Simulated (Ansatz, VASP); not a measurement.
# Two plane-wave programs on Si

The input POSCAR:

```
Si
1.0
    2.8359687699      0.0000000000      0.0000000000
   -1.4179843850      2.4560209991      0.0000000000
    0.0000000000      0.0000000000      4.5942694073
Si
2
Direct
    0.1933333333      0.5966666667      0.1450000000
    0.8066666667      0.4033333333      0.8550000000
```

File INCAR.step1:

```
ALGO = Normal ; EDIFF = 1E-4
ENCUT = 520 ; GGA = PE
ISMEAR = -1 ; LASPH = True
LCHARG = False ; LREAL = False
LWAVE = True ; NBANDS = 11
NELM = 60 ; PREC = Accurate
SIGMA = 0.05
```

INCAR.step2

```
ALGO = Normal ; EDIFF = 1E-6
ENCUT = 520 ; ISIF = 2
ISMEAR = -1 ; ISTART = 1
LASPH = True ; LCHARG = False
LMIXTAU = True ; LREAL = False
LWAVE = False ; METAGGA = R2SCAN
NBANDS = 11 ; NELM = 60
PREC = Accurate ; SIGMA = 0.05
```

File KPOINTS:

```
k-points
0
Gamma
  12 12 7
```

Input for Ansatz:

```yaml
crystal:
  lattice:
    - [2.8359687699, 0.0, 0.0]
    - [-1.417984385, 2.4560209991, 0.0]
    - [0.0, 0.0, 4.5942694073]
  atoms:
    - { symbol: Si, position: [0.1933333333, 0.5966666667, 0.145] }
    - { symbol: Si, position: [0.8066666667, 0.4033333333, 0.855] }
kpoints:
  mp_grid: { grid: [12, 12, 7] }
scf:
  occupations: { method: fermi_dirac, width: 0.05 }
hamiltonian:
  xc: r2scan
  pseudopotentials: { kind: paw, level: accurate }
output:
  forces: true
  stress: true
  eigenvalues: true
```

Alike in both runs: task single point; functional r2SCAN; k mesh 12 × 12 × 7; occupations fermi-dirac, width 0.05 eV; no spin polarisation.

|  | VASP | Ansatz |
| --- | --- | --- |
| version | VASP 6.6.1 | Ansatz 0.2.0 |
| potentials or method | VASP PAW PBE potentials, release 64 (Si) | PAW with other files of Ansatz's library (level accurate), scalar-relativistic |
| plane-wave cutoff (eV) | 520 | 420 |
| valence electrons in the cell | 8 | 8 |

Ansatz gave:

| Quantity | Value |
| --- | --- |
| pressure (GPa) | 76.2 |
| traceless stress, the component that is largest in VASP (GPa) | 90.77 |
| rms of the force components (eV/Å) | 15.984 |

Q: What did VASP give for the same quantities?

A: Pressure (GPa): 75.2; traceless stress, the component that is largest in VASP (GPa): 89.45; rms of the force components (eV/Å): 15.761.

VASP's potentials were made for PBE, not for r2SCAN. Atom by atom the forces differ by 0.223 eV/Å (rms over components). Both programs put the cell under a high pressure, so it lies far from rest at this level. With one functional, cell and mesh, what is left measures potentials, basis and numerics.

Noted on VASP's run: the cell as given lies far from equilibrium.
